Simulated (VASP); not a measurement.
# CaS2 (Cmmm) in VASP: single point with PBE

Aim: the single point of CaS2 with PBE.

Everything below comes from runs of VASP 6.6.1. Logs are shortened: lines on timing, memory, paths and dates and some standing lists are left out, and cuts for length are marked.

## 1. The cell of the first run

It takes space group Cmmm (No. 65, orthorhombic). The conventional cell has a = 4.875 Å, b = 7.304 Å, c = 3.837 Å, α = 90.00°, β = 90.00°, γ = 90.00°. Within 3.9 Å of Ca (site symmetry mmm) lie 8 S at 2.92 Å and 2 Ca at 3.84 Å. Within 3.2 Å of S (site symmetry 2/m) lie 2 S at 2.44 Å and 4 Ca at 2.92 Å.

## 2. Single point, PBE

Contents of POSCAR:

```
CaS2
1.0
    2.4374371006     -3.6518112984      0.0000000000
    2.4374371006      3.6518112984      0.0000000000
    0.0000000000      0.0000000000      3.8374075765
Ca S
1 2
Direct
    0.5000000000      0.5000000000      0.5000000000
    0.0000000000      0.5000000000      0.0000000000
    0.5000000000      0.0000000000      0.0000000000
```

Contents of INCAR.step1:

```
PREC = Accurate
ENCUT = 520
EDIFF = 1E-6
ISMEAR = 0
SIGMA = 0.1
LREAL = False
LASPH = True
NELM = 100
ALGO = Normal
ISIF = 2
LWAVE = False
LCHARG = True
GGA = PE
NBANDS = 18
```

Contents of KPOINTS.step1:

```
Automatic mesh
0
Gamma
  12 12 12
```

Contents of INCAR.step2:

```
PREC = Accurate
ENCUT = 520
EDIFF = 1E-6
ISMEAR = -5
SIGMA = 0.1
LREAL = False
LASPH = True
NELM = 100
ALGO = Normal
ISIF = 2
LWAVE = False
LCHARG = False
GGA = PE
LORBIT = 11
NBANDS = 18
NEDOS = 1001
ICHARG = 11
```

Contents of KPOINTS.step2:

```
Automatic mesh
0
Gamma
  18 18 18
```

Potentials or basis: VASP PAW PBE potentials, release 64 (Ca_sv, S).

The run is started by

```bash
$ cat potpaw_PBE.64/Ca_sv/POTCAR potpaw_PBE.64/S/POTCAR > POTCAR
$ cp INCAR.step1 INCAR
$ cp KPOINTS.step1 KPOINTS
$ mpirun -np 1 vasp_std > vasp.out
$ cp INCAR.step2 INCAR
$ cp KPOINTS.step2 KPOINTS
$ mpirun -np 1 vasp_std > vasp.out
```

OUTCAR:

```text
PREC = Accurate
   ENCUT = 520
   EDIFF = 1E-6
   ISMEAR = -5
   LREAL = False
   LASPH = True
   NELM = 100
   ISIF = 2
   GGA = PE
   LORBIT = 11
   ICHARG = 11

 ion  position               nearest neighbor table
   1  0.500  0.500  0.500-   2 2.92   3 2.92   2 2.92   3 2.92   3 2.92   3 2.92   2 2.92   2 2.92

   2  0.000  0.500  0.000-   3 2.44   3 2.44   1 2.92   1 2.92   1 2.92   1 2.92
   3  0.500  0.000  0.000-   2 2.44   2 2.44   1 2.92   1 2.92   1 2.92   1 2.92

  LATTYP: Found a base centered orthorhombic cell.
 ALAT       =     4.8748742012
 B/A-ratio  =     1.4982176555
 C/A-ratio  =     0.7871808416

  Lattice vectors:

 A1 = (   2.4374371006,  -3.6518112984,   0.0000000000)
 A2 = (   2.4374371006,   3.6518112984,   0.0000000000)
 A3 = (   0.0000000000,   0.0000000000,   3.8374075765)

Analysis of symmetry for initial positions (statically):
=====================================================================
 Subroutine PRICEL returns:
 Original cell was already a primitive cell.

 Routine SETGRP: Setting up the symmetry group for a
 base centered orthorhombic supercell.

 Subroutine GETGRP returns: Found  8 space group operations
 (whereof  8 operations were pure point group operations)
 out of a pool of  8 trial point group operations.

The static configuration has the point symmetry D_2h.

Analysis of symmetry for dynamics (positions and initial velocities):
=====================================================================
 Subroutine PRICEL returns:
 Original cell was already a primitive cell.

 Routine SETGRP: Setting up the symmetry group for a
 base centered orthorhombic supercell.

 Subroutine GETGRP returns: Found  8 space group operations
 (whereof  8 operations were pure point group operations)
 out of a pool of  8 trial point group operations.

The dynamic configuration has the point symmetry D_2h.

 Subroutine INISYM returns: Found  8 space group operations
 (whereof  8 operations are pure point group operations),
 and found     1 'primitive' translations

----------------------------------------------------------------------------------------

                                     Primitive cell

  volume of cell :      68.3140

  direct lattice vectors                    reciprocal lattice vectors
     2.437437101 -3.651811298  0.000000000     0.205133499 -0.136918356  0.000000000
[... 91 lines left out ...]
   LREAL  =      F    real-space projection
   EDIFFG = 0.1E-04   stopping-criterion for IOM
   NSW    =      0    number of steps for IOM
   IBRION =     -1    ionic relax: 0-MD 1-quasi-New 2-CG
   NFREE  =      0    steps in history (QN), initial steepest desc. (CG)
   ISIF   =      2    stress and relaxation
   ISYM   =      2    0-nonsym 1-usesym 2-fastsym
   POTIM  = 0.5000    time-step for ionic-motion
   TEBEG  =    0.0;   TEEND  =   0.0 temperature during run
   PSTRESS=    0.0 pullay stress
   NELECT =      22.0000    total number of electrons
   NUPDOWN=      -1.0000    fix difference up-down
   EMIN   =  10.00;   EMAX   =-10.00  energy-range for DOS
   EFERMI =   0.00;   METHOD = LEGACY
   ISMEAR =    -5;   SIGMA  =   0.10  broadening in eV -4-tet -1-fermi 0-gaus
   EFERMI_NEDOS =   21; number of points for ismear=-14 and -15
   IALGO  =     38    algorithm
   IMIX   =      4    mixing-type and parameters
     AMIX     =   0.40;   BMIX     =  1.00
     AMIX_MAG =   1.60;   BMIX_MAG =  1.00
  volume/ion in A,a.u.               =      22.77       153.67
  Fermi-wavevector in a.u.,A,eV,Ry     =   1.122137  2.120531 17.132336  1.259191
  Thomas-Fermi vector in A             =   2.258795
   LORBIT       =     11    0 simple, 1 ext, 2 COOP (PROOUT), +10 PAW based schemes
   GGA     = PE    functional components
   LHFCALC =     F    Hartree Fock is set to
   AEXX    =    0.0000 exact exchange contribution
   IVDW    =     0    specifies the selected vdW correction
   LEPSILON=     F    determine dielectric tensor
   LRPA    =     F    only Hartree local field effects (RPA)
 non-spin polarized calculation
 Fermi weights with tetrahedron method with Bloechl corrections
  energy-cutoff  :      520.00
  volume of cell :       68.31
 maximum number of plane-waves:      1860
 NGX is ok and might be reduce to    36

 number of electron      21.9999996 magnetization

 Free energy of the ion-electron system (eV)
  ---------------------------------------------------
  ext. energy  EPLUGINS =         0.00000000
  ---------------------------------------------------
  free energy    TOTEN  =       -13.74534410 eV

  energy without entropy =      -13.74534410  energy(sigma->0) =      -13.74534410

 E-fermi :   3.6369     XC(G=0):  -9.1672

 val. band max:        3.6586061163   @ k =   0.1111   0.0556   0.0000
 cond. band min:       3.6392368436   @ k =   0.5000   0.0556   0.2222
 fundamental gap:     -0.0193692727
 Fermi energy:         3.6368505134

 k-point     1 :       0.0000    0.0000    0.0000
  band No.  band energies     occupation
      1     -36.5938      2.00000
      2     -17.6254      2.00000
      3     -17.6101      2.00000
      4     -17.5751      2.00000
      5     -10.4693      2.00000
      6      -6.1956      2.00000
[... 481 lines left out ...]
      5     -10.2284      2.00000
      6      -6.7986      2.00000
[... 10 lines left out ...]
     17       8.6799      0.00000
     18       8.7620      0.00000

 [... further k-points ...]
[... 5 lines left out ...]
  --------------------------------------------------------------------------------------
  -------------------------------------------------------------------------------------
  Total        0.0125110      0.0802895      0.2044448     -0.0000000      0.0000000      0.0000000
  in kB        0.2934218      1.8830398      4.7948722     -0.0000000      0.0000000      0.0000000
  external PRESSURE =       2.3237779 kB  Pullay stress =       0.0000000 kB

 VOLUME and BASIS-vectors are now :
 -----------------------------------------------------------------------------
  energy-cutoff  :      520.00
  volume of cell :       68.31
      direct lattice vectors                 reciprocal lattice vectors
     2.437437101 -3.651811298  0.000000000     0.205133499 -0.136918356  0.000000000
     2.437437101  3.651811298  0.000000000     0.205133499  0.136918356  0.000000000
     0.000000000  0.000000000  3.837407576     0.000000000  0.000000000  0.260592595

 POSITION                                       TOTAL-FORCE (eV/Angst)
 -----------------------------------------------------------------------------------
      2.43744      0.00000      1.91870        -0.000000      0.000000      0.000000
      1.21872      1.82591      0.00000         0.000000     -0.000000      0.000000
      1.21872     -1.82591      0.00000         0.000000     -0.000000      0.000000
 -----------------------------------------------------------------------------------
    total drift:                                0.000000      0.000000      0.000000

  FREE ENERGIE OF THE ION-ELECTRON SYSTEM (eV)
  ---------------------------------------------------
  free  energy   TOTEN  =       -13.7453441028 eV

  energy  without entropy=      -13.7453441028  energy(sigma->0) =      -13.74534410

 total charge

# of ion       s       p       d       tot
------------------------------------------
    1        2.024   5.849   0.242   8.114
    2        1.365   2.301   0.000   3.666
    3        1.365   2.301   0.000   3.666
--------------------------------------------------
tot          4.754  10.452   0.242  15.447
```

OSZICAR.step1:

```text
N       E                     dE             d eps       ncg     rms          rms(c)
DAV:   1     0.160010127725E+03    0.16001E+03   -0.10703E+04 10844   0.112E+03
DAV:   2    -0.380425114029E+01   -0.16381E+03   -0.15985E+03 13292   0.282E+02
DAV:   3    -0.137258544037E+02   -0.99216E+01   -0.98278E+01 18962   0.615E+01
DAV:   4    -0.139266852314E+02   -0.20083E+00   -0.20031E+00 15252   0.802E+00
DAV:   5    -0.139361200481E+02   -0.94348E-02   -0.94332E-02 16550   0.122E+00    0.891E+00
DAV:   6    -0.137777816839E+02    0.15834E+00   -0.17107E-01 12454   0.224E+00    0.569E+00
DAV:   7    -0.137491394480E+02    0.28642E-01   -0.23659E-01 12828   0.295E+00    0.681E-01
DAV:   8    -0.137519046311E+02   -0.27652E-02   -0.20400E-02 12482   0.740E-01    0.211E-01
DAV:   9    -0.137527037674E+02   -0.79914E-03   -0.85897E-04 15210   0.180E-01    0.746E-02
DAV:  10    -0.137535546049E+02   -0.85084E-03   -0.84145E-04 11526   0.145E-01    0.188E-02
DAV:  11    -0.137536141920E+02   -0.59587E-04   -0.83837E-05 13816   0.512E-02    0.178E-02
DAV:  12    -0.137536233621E+02   -0.91701E-05   -0.13686E-05 11724   0.194E-02    0.716E-03
DAV:  13    -0.137536230313E+02    0.33075E-06   -0.38059E-07 12476   0.403E-03
   1 F= -.13753623E+02 E0= -.13751509E+02  d E =-.422892E-02
```

Wall time 5.7 min (1 thread of Intel Xeon 6975P-C (Granite Rapids), shared host); peak memory 1 GiB.

Results:

* Valence electrons inside the program's atomic spheres: Ca 8.11; S 3.67

Levels at points of the mesh, in eV from the Fermi level:
```
           k point  band 9  band 10  band 11  band 12  band 13  band 14
(0.00, 0.00, 0.00)   -2.06    -1.20     0.43     1.64     2.68     3.81
(0.50, 0.00, 0.00)   -1.84    -1.27    -1.02    -0.83     3.50     4.30
(0.50, 0.50, 0.00)   -2.75    -0.23     0.16     4.16     4.88     5.04
(0.00, 0.00, 0.50)   -2.27    -1.67    -1.54     4.34     5.16     5.23
(0.50, 0.00, 0.50)   -2.71    -2.03    -0.70    -0.67     4.64     4.78
(0.50, 0.50, 0.50)   -3.85    -1.12     0.69     2.24     3.98     4.71
```

Caveat: tetrahedron occupations give inexact forces and stress in metals.
